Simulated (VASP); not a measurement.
# Ba8Zn3O11 in VASP: further runs, part 2 of 2

VASP 6.6.1. The steps go on from the part before.

## Step 3: Single point, PBE

The input, INCAR:

```
PREC = Accurate
ENCUT = 1000
EDIFF = 1E-6
ISMEAR = -1
SIGMA = 0.05
LREAL = Auto
LASPH = True
NELM = 120
ALGO = Normal
ISIF = 2
LWAVE = False
LCHARG = False
GGA = PE
NBANDS = 108
ISYM = 0
GGA_COMPAT = False
```

The input, KPOINTS:

```
regular mesh
0
Gamma
  1 1 1
```

The input, POSCAR:

```
Ba8Zn3O11
1.0
    7.5350960000     -0.0410920000      0.1399040000
   -0.0410920000      7.6639600000     -0.3067190000
    0.1399040000     -0.3067190000      7.2967150000
Ba O Zn
8 11 3
Direct
    0.3037481210      0.1196659907      0.7399435576
    0.6515768479      0.6167382114      0.6169438056
    0.7662192430      0.0984936648      0.5060952417
    0.4186081068      0.6333600271     -0.0125245942
    0.9723413271      0.7740743248      0.2200653118
    0.7253107536      0.0192794469      0.9657127210
    0.9954886542      0.3728575066      0.0536073612
    0.3094104810      0.0420338784      0.2914611336
    0.5520722745      0.9320923979      0.7003155980
    0.8396305838      0.6501192037      0.8707659865
    0.0403246728      0.9342919816      0.5809172373
    0.2432593990      0.5524079085      0.2359948331
    0.8068350734      0.5071011363      0.3406126043
    0.2172117341      0.5241228159      0.7060554833
    0.1920764444      0.8955538069      0.9606276393
    0.4584578717      0.2924044787      0.4571163762
    0.5063717456      0.2935241301      1.0306122680
    0.9340702857      0.1187383395      0.2121520623
    0.5857323871      0.8835635630      0.2251731675
    0.0794126450      0.7496308150      0.7561036531
    0.6007570772      0.3754471327      0.2490895493
    0.2783189038      0.4872396998      0.4661624780
```

Potentials or basis: VASP PAW PBE potentials, release 64 (Ba_sv, O_h, Zn).

Run with:

```
> cat potpaw_PBE.64/Ba_sv/POTCAR potpaw_PBE.64/O_h/POTCAR potpaw_PBE.64/Zn/POTCAR > POTCAR
> mpirun -np 1 vasp_gam > vasp.out
```

OUTCAR:

```text
PREC = Accurate
   ENCUT = 1000
   EDIFF = 1E-6
   ISMEAR = -1
   LREAL = Auto
   LASPH = True
   NELM = 120
   ISIF = 2
   GGA = PE
   ISYM = 0

 ion  position               nearest neighbor table
   1  0.304  0.120  0.740-   9 2.37  15 2.57  11 2.67  16 2.76  17 2.89   8 3.28  20 3.30  22 3.60
                             7 3.66   6 3.75   3 3.82   8 4.12   4 4.29   4 4.39   3 4.45   6 4.68
   2  0.652  0.617  0.617-  10 2.37  13 2.39   9 2.56  16 3.04   4 3.16  21 3.17  22 3.18  20 3.53
                             6 3.89   3 3.93   5 3.96   3 4.09   1 4.70   7 4.70   1 4.73
   3  0.766  0.098  0.506-  18 2.47   9 2.51  11 2.53  16 2.82  19 2.90  21 3.24   5 3.46   6 3.46
                             1 3.82   8 3.84   2 3.93   6 3.97   2 4.09   8 4.34   7 4.35   1 4.45
   4  0.419  0.633  0.987-  12 2.33  14 2.68  15 2.68  17 2.74  19 2.80   2 3.16  21 3.21  20 3.29
                             6 3.74   8 3.77   7 3.78   5 3.84  22 3.86   1 4.29   1 4.39   5 4.65
   5  0.972  0.774  0.220-  13 2.58  18 2.67  12 2.68  15 2.69  10 2.86  11 2.88  19 3.04   7 3.22
                             8 3.28   6 3.37  20 3.44   3 3.46  22 3.80   4 3.84   2 3.96   4 4.65
   6  0.725  0.019  0.966-   9 2.42  19 2.43  18 2.50  17 2.69  10 2.99   5 3.37   7 3.41  21 3.41
                             3 3.46  20 3.61   4 3.74   1 3.75   8 3.86   2 3.89   3 3.97   1 4.68
   7  0.995  0.373  0.054-  18 2.38  13 2.63  12 2.64  10 2.89   5 3.22  21 3.25   6 3.41   1 3.66
                             4 3.78  20 3.79  22 3.80   8 4.03   3 4.35   2 4.70   3 4.74
   8  0.309  0.042  0.291-  19 2.44  16 2.47  15 2.75  18 2.98  11 3.03   5 3.28   1 3.28  21 3.38
                            22 3.55   4 3.77   3 3.84   6 3.86   7 4.03   1 4.12   3 4.34
   9  0.552  0.932  0.700-   1 2.37   6 2.42   3 2.51   2 2.56
  10  0.840  0.650  0.871-  20 2.12   2 2.37   5 2.86   7 2.89   6 2.99
  11  0.040  0.934  0.581-  20 2.02   3 2.53   1 2.67   5 2.88   8 3.03
  12  0.243  0.552  0.236-  22 1.82   4 2.33   7 2.64   5 2.68
  13  0.807  0.507  0.341-  21 1.95   2 2.39   5 2.58   7 2.63
  14  0.217  0.524  0.706-  22 1.80  20 2.03   4 2.68
  15  0.192  0.896  0.961-  20 2.00   1 2.57   4 2.68   5 2.69   8 2.75
  16  0.458  0.292  0.457-  21 1.97  22 2.03   8 2.47   1 2.76   3 2.82   2 3.04
  17  0.506  0.294  0.031-  21 1.83   6 2.69   4 2.74   1 2.89
  18  0.934  0.119  0.212-   7 2.38   3 2.47   6 2.50   5 2.67   8 2.98
  19  0.586  0.884  0.225-   6 2.43   8 2.44   4 2.80   3 2.90   5 3.04
[... 153 lines left out ...]
  volume of cell :      420.51
 maximum number of plane-waves:     15108
 NGX is ok and might be reduce to    80
   NGX = 39   NGY = 39   NGZ = 37

 number of electron     181.9999997 magnetization

 Free energy of the ion-electron system (eV)
  ---------------------------------------------------
  ext. energy  EPLUGINS =         0.00000000
  ---------------------------------------------------
  free energy    TOTEN  =      -115.32612337 eV

  energy without entropy =     -115.32612337  energy(sigma->0) =     -115.32612337

 E-fermi :   2.9898     XC(G=0):  -9.6305

 val. band max:        1.9129408404   @ k =   0.0000   0.0000   0.0000
 cond. band min:       4.0703464916   @ k =   0.0000   0.0000   0.0000
 fundamental gap:      2.1574056513
 Fermi energy:         2.9897697209

 k-point     1 :       0.0000    0.0000    0.0000
  band No.  band energies     occupation
      1     -24.6150      2.00000
      2     -24.2081      2.00000
      3     -23.9900      2.00000
      4     -23.9111      2.00000
      5     -23.8619      2.00000
      6     -23.7626      2.00000
[... 95 lines left out ...]
    102       6.7986      0.00000
    103       6.9683      0.00000
 [bands above 103 left out]

------------------------ aborting loop because EDIFF is reached ----------------------------------------

  FORCE on cell =-STRESS in cart. coord.  units (eV):
  Direction    XX          YY          ZZ          XY          YZ          ZX
  --------------------------------------------------------------------------------------
  -------------------------------------------------------------------------------------
  Total       15.7746991     12.8759698     25.5545666     -1.3804538      6.0790456     -5.9664946
  in kB       60.1031821     49.0587332     97.3654559     -5.2596670     23.1617719    -22.7329416
  external PRESSURE =      68.8424571 kB  Pullay stress =       0.0000000 kB

 VOLUME and BASIS-vectors are now :
 -----------------------------------------------------------------------------
  energy-cutoff  :     1000.00
  volume of cell :      420.51
      direct lattice vectors                 reciprocal lattice vectors
     7.535096000 -0.041092000  0.139904000     0.132762428  0.000610988 -0.002519845
    -0.041092000  7.663960000 -0.306719000     0.000610988  0.130703536  0.005482437
     0.139904000 -0.306719000  7.296715000    -0.002519845  0.005482437  0.137326743

 POSITION                                       TOTAL-FORCE (eV/Angst)
 -----------------------------------------------------------------------------------
      2.38738      0.67768      5.40495        -0.529145      0.426119      1.143549
      4.97066      4.51065      4.40366         0.014202      0.288739     -0.665678
      5.84029      0.56814      3.76982         0.081515      0.839010     -0.407349
      3.26638      4.53397      7.06963         1.036077      0.544755     -0.087741
      7.32566      5.82502      1.50436        -0.601397      0.143655      0.294623
      5.59960     -0.17825      7.14209         0.352452     -0.383002      0.287828
[... 14 lines left out ...]
      4.54618      2.77632      1.78643         0.555551      0.364277      0.304732
      2.14236      3.57977      3.29095        -0.373482     -0.112654     -0.561368
 -----------------------------------------------------------------------------------
    total drift:                                0.080445     -0.284298     -0.194457

  FREE ENERGIE OF THE ION-ELECTRON SYSTEM (eV)
  ---------------------------------------------------
  free  energy   TOTEN  =      -115.3261233694 eV

  energy  without entropy=     -115.3261233674  energy(sigma->0) =     -115.32612337
```

It took 2 min on 1 thread of AMD EPYC 9R45 (Zen 5), shared host; peak memory 0.89 GiB.

Results:

```
Free energy   : -115.3261 eV
Pressure      : 6.9 GPa
Largest force : 1.537 eV/Å
```

Forces on the atoms (eV/Å):
```
Ba  -0.529  0.426  1.144
Ba   0.014  0.289 -0.666
Ba   0.082  0.839 -0.407
Ba   1.036  0.545 -0.088
Ba  -0.601  0.144  0.295
Ba   0.352 -0.383  0.288
Ba   0.545  0.496 -0.350
Ba  -0.471 -0.368 -0.878
O   -0.381 -0.794 -0.855
O    0.678  0.094  0.760
O    0.280 -0.513 -0.200
O   -1.036 -0.058  0.356
O   -0.544 -0.900 -1.120
O   -0.090  0.074  1.337
O    0.097 -0.298  0.444
O    0.423  0.521  0.478
O   -0.170 -0.627 -0.854
O    0.458  0.256  0.483
O    0.300 -0.101  0.084
Zn  -0.624  0.109  0.007
Zn   0.556  0.364  0.305
Zn  -0.373 -0.113 -0.561
```

Caveat: the k points lie up to 0.86 Å⁻¹ apart, too coarse for converged energies, forces and pressures; the atoms stand as in a frame of molecular dynamics; spin-orbit coupling is left out, which moves the levels of the heavy elements.
